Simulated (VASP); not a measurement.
Wanted: the native input for a VASP 6.6.1 run.

```
Task                   : single point
Functional             : LDA
Potentials or basis    : VASP PAW LDA potentials, release 64 (Ag, Cl)
Cutoff                 : 520 eV
k mesh                 : 8 × 8 × 8
Occupations            : fermi-dirac, width 0.05 eV
Spin                   : no spin polarisation
Dipole correction      : no
Further INCAR settings : ALGO = Normal; EDIFF = 1e-06; NBANDS = 16
```

The structure of AgCl (Chlorargyrite) lies in POSCAR:

```
AgCl
1.0
    0.0000000000      2.7350000000      2.7350000000
    2.7350000000      0.0000000000      2.7350000000
    2.7350000000      2.7350000000      0.0000000000
Ag Cl
1 1
Direct
    0.0000000000      0.0000000000      0.0000000000
    0.5000000000      0.5000000000      0.5000000000
```

These files were run (other wordings do the same):

INCAR

```
PREC     = Accurate       # precision mode
ENCUT    = 520            # plane-wave cutoff, eV
EDIFF    = 1E-6           # SCF threshold, eV
ISMEAR   = -1             # smearing method
SIGMA    = 0.05           # smearing width, eV
LREAL    = False          # projectors in reciprocal space
LASPH    = True           # aspherical terms in the spheres
NELM     = 100            # most SCF steps
ALGO     = Normal         # electronic algorithm
ISIF     = 2              # what is computed and relaxed
LWAVE    = False          # write WAVECAR
LCHARG   = False          # write CHGCAR
NBANDS   = 16             # bands
```

KPOINTS

```
regular mesh
0
Gamma
  8 8 8
```

Potentials or basis: VASP PAW LDA potentials, release 64 (Ag, Cl).

Command:

```bash
$ cat potpaw_LDA.64/Ag/POTCAR potpaw_LDA.64/Cl/POTCAR > POTCAR
$ mpirun -np 1 vasp_std > vasp.out
```

Results of the run:

| Quantity | Value |
| --- | --- |
| Pressure | -3.8 GPa |
| Band gap on the k mesh | 0.64 eV, indirect (least direct gap 3.11 eV) |

Wall time 22 s on 1 thread of Intel(R) Xeon(R) Platinum 8259CL CPU @ 2.50GHz (Skylake/Cascade Lake), on a shared host, peak memory 0.15 GiB.
